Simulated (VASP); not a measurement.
Te, 1 atom in the cell. The typed cell holds 1 atom: a = 3.214 Å, b = 3.214 Å, c = 3.174 Å, α = 90.00°, β = 90.00°, γ = 90.06°. The cell was generated, and may not be a known phase.

```yaml
Program: VASP 6.6.1
Task: single point
Functional: PBE
Potentials_or_basis: VASP PAW PBE potentials, release 64 (Te)
Cutoff: 520 eV
k_mesh: 16 × 16 × 18
Occupations: gaussian, width 0.1 eV
Spin: no spin polarisation
Dipole_correction: no
Further_INCAR_settings: ALGO = Normal; EDIFF = 1e-06; NBANDS = 9
```

Potentials or basis: VASP PAW PBE potentials, release 64 (Te).

The run is started by

```console
$ cat potpaw_PBE.64/Te/POTCAR > POTCAR
$ mpirun -np 1 vasp_std > vasp.out
```

Hardware: 1 thread of Intel(R) Xeon(R) 6975P-C (Granite Rapids), with other jobs on the host.

Q: How long does it take, and how much memory?

A: Wall time 29 s on 1 thread of Intel(R) Xeon(R) 6975P-C (Granite Rapids), with other jobs on the host, peak memory 0.31 GiB. Counts: scf iterations 10, k points 730.
